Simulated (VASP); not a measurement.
# Ti in VASP: further runs

The runs below take Ti through single point, with LDA.

Everything below comes from runs of VASP 6.6.1. Logs are shortened: lines on timing, memory, paths and dates and some standing lists are left out, and cuts for length are marked.

## 1. The cell of the first run

Symmetry: Fm-3m, No. 225, cubic system. Conventional cell: a = 4.001 Å, b = 4.001 Å, c = 4.001 Å, α = 90.00°, β = 90.00°, γ = 90.00°. Ti (site symmetry m-3m) has 12 Ti at 2.83 Å within 3.7 Å.

This isn't the form of Ti at room conditions, which is hcp.

## 2. Single point, LDA

The input, INCAR:

```
PREC = Accurate
ENCUT = 520
EDIFF = 1E-6
ISMEAR = 0
SIGMA = 0.15
LREAL = F
LASPH = T
NELM = 80
ALGO = Normal
ISIF = 2
LWAVE = F
LCHARG = T
LELF = T
LVHAR = T
NBANDS = 12
```

The input, KPOINTS:

```
regular mesh
0
Gamma
  20 20 20
```

The input, POSCAR:

```
Ti
1.0
    0.0000000000      2.0005340298      2.0005340298
    2.0005340298      0.0000000000      2.0005340298
    2.0005340298      2.0005340298      0.0000000000
Ti
1
Direct
    0.0000000000      0.0000000000      0.0000000000
```

Potentials or basis: VASP PAW LDA potentials, release 64 (Ti_sv).

The run is started by

```
$ cat potpaw_LDA.64/Ti_sv/POTCAR > POTCAR
$ mpirun -np 1 vasp_std > vasp.out
```

OUTCAR:

```text
PREC = Accurate
   ENCUT = 520
   EDIFF = 1E-6
   ISMEAR = 0
   LREAL = F
   LASPH = T
   NELM = 80
   ISIF = 2

 ion  position               nearest neighbor table
   1  0.000  0.000  0.000-

  LATTYP: Found a face centered cubic cell.
 ALAT       =     4.0010680596

  Lattice vectors:

 A1 = (   0.0000000000,   2.0005340298,   2.0005340298)
 A2 = (   2.0005340298,   0.0000000000,   2.0005340298)
 A3 = (   2.0005340298,   2.0005340298,   0.0000000000)

Analysis of symmetry for initial positions (statically):
=====================================================================
 Subroutine PRICEL returns:
 Original cell was already a primitive cell.

 Routine SETGRP: Setting up the symmetry group for a
 face centered cubic supercell.

 Subroutine GETGRP returns: Found 48 space group operations
 (whereof 48 operations were pure point group operations)
 out of a pool of 48 trial point group operations.

The static configuration has the point symmetry O_h .

Analysis of symmetry for dynamics (positions and initial velocities):
=====================================================================
 Subroutine PRICEL returns:
 Original cell was already a primitive cell.

 Routine SETGRP: Setting up the symmetry group for a
 face centered cubic supercell.

 Subroutine GETGRP returns: Found 48 space group operations
 (whereof 48 operations were pure point group operations)
 out of a pool of 48 trial point group operations.

The dynamic configuration has the point symmetry O_h .

 Subroutine INISYM returns: Found 48 space group operations
 (whereof 48 operations are pure point group operations),
 and found     1 'primitive' translations

----------------------------------------------------------------------------------------

                                     Primitive cell

  volume of cell :      16.0128

  direct lattice vectors                    reciprocal lattice vectors
     0.000000000  2.000534030  2.000534030    -0.249933264  0.249933264  0.249933264
     2.000534030  0.000000000  2.000534030     0.249933264 -0.249933264  0.249933264
     2.000534030  2.000534030  0.000000000     0.249933264  0.249933264 -0.249933264

  length of vectors
     2.829182357  2.829182357  2.829182357     0.432897112  0.432897112  0.432897112

  position of ions in fractional coordinates (direct lattice)
     0.000000000  0.000000000  0.000000000

  ion indices of the primitive-cell ions
   primitive index   ion index
                 1           1

----------------------------------------------------------------------------------------

 KPOINTS: regular mesh

Automatic generation of k-mesh.
 Grid dimensions read from file:
 generate k-points for:   20   20   20

 Generating k-lattice:

  Cartesian coordinates                     Fractional coordinates (reciprocal lattice)
    -0.012496663  0.012496663  0.012496663     0.050000000  0.000000000  0.000000000
     0.012496663 -0.012496663  0.012496663     0.000000000  0.050000000  0.000000000
     0.012496663  0.012496663 -0.012496663     0.000000000  0.000000000  0.050000000

  Length of vectors
     0.021644856  0.021644856  0.021644856

  Shift w.r.t. Gamma in fractional coordinates (k-lattice)
     0.000000000  0.000000000  0.000000000

 Subroutine IBZKPT returns following result:
 ===========================================

 Found    256 irreducible k-points:

 Following reciprocal coordinates:
            Coordinates               Weight
  0.000000  0.000000  0.000000      1.000000
  0.050000  0.000000  0.000000      8.000000
  0.100000  0.000000  0.000000      8.000000
  0.150000  0.000000  0.000000      8.000000
  0.200000  0.000000  0.000000      8.000000
  0.250000  0.000000  0.000000      8.000000
[... 16 lines left out ...]
 -0.400000  0.050000  0.000000     24.000000
 -0.350000  0.050000  0.000000     24.000000
 [... further k-points ...]
   k-points           NKPTS =    256   k-points in BZ     NKDIM =    256   number of bands    NBANDS=     12
   number of dos      NEDOS =    301   number of ions     NIONS =      1
   total plane-waves  NPLWV =  13824
   dimension x,y,z NGX =    24 NGY =   24 NGZ =   24
   dimension x,y,z NGXF=    48 NGYF=   48 NGZF=   48
   ions per type =               1
   NGX,Y,Z   is equivalent  to a cutoff of  14.10, 14.10, 14.10 a.u.
   NGXF,Y,Z  is equivalent  to a cutoff of  28.21, 28.21, 28.21 a.u.
 SYSTEM =  unknown system
   PREC   = accura    normal or accurate (medium, high low for compatibility)
   ISTART =      0    job   : 0-new  1-cont  2-samecut
   ICHARG =      2    charge: 1-file 2-atom 10-const
   ISPIN  =      1    spin polarized calculation?
   LNONCOLLINEAR =      F non collinear calculations
   LSORBIT =      F    spin-orbit coupling
   LASPH  =      T    aspherical Exc in radial PAW
   ENCUT  =  520.0 eV  38.22 Ry    6.18 a.u.   5.26  5.26  5.26*2*pi/ulx,y,z
   NELM   =     80;   NELMIN=  2; NELMDL= -5     # of ELM steps
   EDIFF  = 0.1E-05   stopping-criterion for ELM
   LREAL  =      F    real-space projection
   EDIFFG = 0.1E-04   stopping-criterion for IOM
   NSW    =      0    number of steps for IOM
   IBRION =     -1    ionic relax: 0-MD 1-quasi-New 2-CG
   NFREE  =      0    steps in history (QN), initial steepest desc. (CG)
   ISIF   =      2    stress and relaxation
   ISYM   =      2    0-nonsym 1-usesym 2-fastsym
   POTIM  = 0.5000    time-step for ionic-motion
   TEBEG  =    0.0;   TEEND  =   0.0 temperature during run
   PSTRESS=    0.0 pullay stress
   NELECT =      12.0000    total number of electrons
   NUPDOWN=      -1.0000    fix difference up-down
   EMIN   =  10.00;   EMAX   =-10.00  energy-range for DOS
   EFERMI =   0.00;   METHOD = LEGACY
   ISMEAR =     0;   SIGMA  =   0.15  broadening in eV -4-tet -1-fermi 0-gaus
   EFERMI_NEDOS =   21; number of points for ismear=-14 and -15
   IALGO  =     38    algorithm
   IMIX   =      4    mixing-type and parameters
     AMIX     =   0.40;   BMIX     =  1.00
     AMIX_MAG =   1.60;   BMIX_MAG =  1.00
  volume/ion in A,a.u.               =      16.01       108.06
  Fermi-wavevector in a.u.,A,eV,Ry     =   1.487006  2.810033 30.085012  2.211186
  Thomas-Fermi vector in A             =   2.600221
   LORBIT       =      0    0 simple, 1 ext, 2 COOP (PROOUT), +10 PAW based schemes
   GGA     = CA    functional components
   LHFCALC =     F    Hartree Fock is set to
   AEXX    =    0.0000 exact exchange contribution
   IVDW    =     0    specifies the selected vdW correction
   LEPSILON=     F    determine dielectric tensor
   LRPA    =     F    only Hartree local field effects (RPA)
 non-spin polarized calculation
 Gauss-broadening in eV      SIGMA  =   0.15
  energy-cutoff  :      520.00
  volume of cell :       16.01
 maximum number of plane-waves:       444
 NGX is ok and might be reduce to    24
   NGX = 11   NGY = 11   NGZ = 11

 number of electron      11.9999999 magnetization

 Free energy of the ion-electron system (eV)
  ---------------------------------------------------
  ext. energy  EPLUGINS =         0.00000000
  ---------------------------------------------------
  free energy    TOTEN  =        -8.50837888 eV

  energy without entropy =       -8.49081972  energy(sigma->0) =       -8.49959930

 E-fermi :   8.8761     XC(G=0): -12.1784

 val. band max:        8.8735408687   @ k =   0.3500   0.0500   0.0000
 cond. band min:       8.8775593883   @ k =   0.3000   0.0000   0.0000
 fundamental gap:      0.0040185196
 Fermi energy:         8.8760514129

 k-point     1 :       0.0000    0.0000    0.0000
  band No.  band energies     occupation
      1     -47.0193      2.00000
      2     -23.1369      2.00000
      3     -23.1369      2.00000
      4     -23.1369      2.00000
      5       2.6794      2.00000
      6       9.7646      0.00000
      7       9.7646      0.00000
      8       9.7646      0.00000
      9      11.5619      0.00000
     10      11.5619      0.00000
     11      24.6704      0.00000
     12      29.4674      0.00000

 k-point     2 :       0.0500    0.0000    0.0000
  band No.  band energies     occupation
      1     -47.0150      2.00000
      2     -23.1599      2.00000
      3     -23.1397      2.00000
      4     -23.1397      2.00000
      5       2.7674      2.00000
      6       9.7086      0.00000
      7       9.7979      0.00000
      8       9.7979      0.00000
      9      11.5394      0.00000
     10      11.5394      0.00000
     11      24.7595      0.00000
     12      28.7752      0.00000

 k-point     3 :       0.1000    0.0000    0.0000
  band No.  band energies     occupation
      1     -47.0025      2.00000
      2     -23.2262      2.00000
      3     -23.1478      2.00000
      4     -23.1478      2.00000
      5       3.0258      2.00000
      6       9.5540      0.00000
      7       9.8870      0.00000
      8       9.8870      0.00000
      9      11.4857      0.00000
     10      11.4857      0.00000
     11      24.9693      0.00000
     12      27.4366      0.00000
[... 286 lines left out ...]
 k-point    23 :      -0.4000    0.0500    0.0000
  band No.  band energies     occupation
      1     -46.8502      2.00000
      2     -23.9694      2.00000
      3     -23.2639      2.00000
      4     -23.2399      2.00000
      5       6.0582      2.00000
      6       9.3130      0.00004
      7       9.6792      0.00000
      8       9.7264      0.00000
      9      12.4806      0.00000
     10      12.8464      0.00000
     11      18.7164      0.00000
     12      24.2183      0.00000

 k-point    24 :      -0.3500    0.0500    0.0000
  band No.  band energies     occupation
      1     -46.8679      2.00000
      2     -23.8857      2.00000
      3     -23.2554      2.00000
      4     -23.2258      2.00000
      5       5.8227      2.00000
      6       9.0303      0.14600
      7       9.7329      0.00000
      8       9.8221      0.00000
      9      12.1686      0.00000
     10      12.6056      0.00000
     11      19.7475      0.00000
     12      24.5608      0.00000

 [... further k-points ...]

------------------------ aborting loop because EDIFF is reached ----------------------------------------

  FORCE on cell =-STRESS in cart. coord.  units (eV):
  Direction    XX          YY          ZZ          XY          YZ          ZX
  --------------------------------------------------------------------------------------
  -------------------------------------------------------------------------------------
  Total       -0.0046292     -0.0046292     -0.0046292      0.0000000      0.0000000     -0.0000000
  in kB       -0.4631826     -0.4631826     -0.4631826      0.0000000      0.0000000     -0.0000000
  external PRESSURE =      -0.4631826 kB  Pullay stress =       0.0000000 kB

 VOLUME and BASIS-vectors are now :
 -----------------------------------------------------------------------------
  energy-cutoff  :      520.00
  volume of cell :       16.01
      direct lattice vectors                 reciprocal lattice vectors
     0.000000000  2.000534030  2.000534030    -0.249933264  0.249933264  0.249933264
     2.000534030  0.000000000  2.000534030     0.249933264 -0.249933264  0.249933264
     2.000534030  2.000534030  0.000000000     0.249933264  0.249933264 -0.249933264

 POSITION                                       TOTAL-FORCE (eV/Angst)
 -----------------------------------------------------------------------------------
      0.00000      0.00000      0.00000         0.000000      0.000000      0.000000
 -----------------------------------------------------------------------------------
    total drift:                               -0.000000     -0.000000     -0.000000

  FREE ENERGIE OF THE ION-ELECTRON SYSTEM (eV)
  ---------------------------------------------------
  free  energy   TOTEN  =        -8.5083788842 eV

  energy  without entropy=       -8.4908197233  energy(sigma->0) =       -8.49959930
```

It took 66 s on 1 thread of AMD EPYC 9R45 (Zen 5), shared host; peak memory 0.13 GiB.

What came out:

* Free energy: -8.5084 eV
* Pressure: 0.0 GPa
* Band gap on the k mesh: zero (bands 6 and 7 overlap by 1.29 eV)

## 3. Single point, LDA (normal strain along x -0.0700, normal strain along y -0.0700)

The input, INCAR:

```
SYSTEM = Ti
  PREC = Accurate
  ENCUT = 520
  EDIFF = 1E-7
  ISMEAR = 0
  SIGMA = 0.15
  LREAL = .FALSE.
  LASPH = .TRUE.
  NELM = 60
  ALGO = Fast
  ISIF = 2
  LWAVE = .FALSE.
  LCHARG = .FALSE.
  NBANDS = 12
```

The input, KPOINTS:

```
regular mesh
0
G
  20 20 20
  0 0 0
```

The input, POSCAR:

```
Ti
1.0
    0.0000000000      1.8604966477      2.0005340298
    1.8604966477      0.0000000000      2.0005340298
    1.8604966477      1.8604966477      0.0000000000
Ti
1
Direct
    0.0000000000      0.0000000000      0.0000000000
```

Potentials or basis: VASP PAW LDA potentials, release 64 (Ti_sv).

The run is started by

```
$ cat potpaw_LDA.64/Ti_sv/POTCAR > POTCAR
$ mpirun -np 1 vasp_std > vasp.out
```

Wall time 4 min (1 thread of AMD EPYC 9R45 (Zen 5), shared host); peak memory 0.16 GiB.

Results (log left out):

* Free energy: -8.3691 eV
* Pressure: 22.0 GPa
* Band gap on the k mesh: zero (bands 6 and 7 overlap by 1.50 eV)

Stress tensor (GPa, compression positive):
```
22.46  0.00  0.00
 0.00 22.46  0.00
 0.00  0.00 21.04
```

Levels at points of the mesh, in eV from the Fermi level:
| k point | band 2 | band 3 | band 4 | band 5 | band 6 | band 7 | band 8 | band 9 | band 10 | band 11 |
| --- | --- | --- | --- | --- | --- | --- | --- | --- | --- | --- |
| (0.00, 0.00, 0.00) | -31.57 | -31.54 | -31.54 | -6.42 | 0.47 | 1.24 | 1.24 | 2.63 | 3.59 | 16.71 |
| (0.50, 0.00, 0.00) | -32.96 | -31.79 | -31.64 | -3.14 | 0.38 | 1.18 | 1.57 | 4.48 | 4.80 | 10.91 |
| (0.50, 0.50, 0.00) | -32.84 | -31.92 | -31.92 | -3.43 | -2.32 | 3.24 | 4.67 | 5.02 | 5.02 | 12.59 |
| (0.50, 0.00, 0.50) | -32.85 | -32.17 | -31.99 | -3.49 | -2.48 | 4.55 | 4.72 | 4.79 | 5.37 | 13.27 |

Caveat: the cell differs from its parent crystal (normal strain along x -0.0700, normal strain along y -0.0700); the cell stands under pressure.
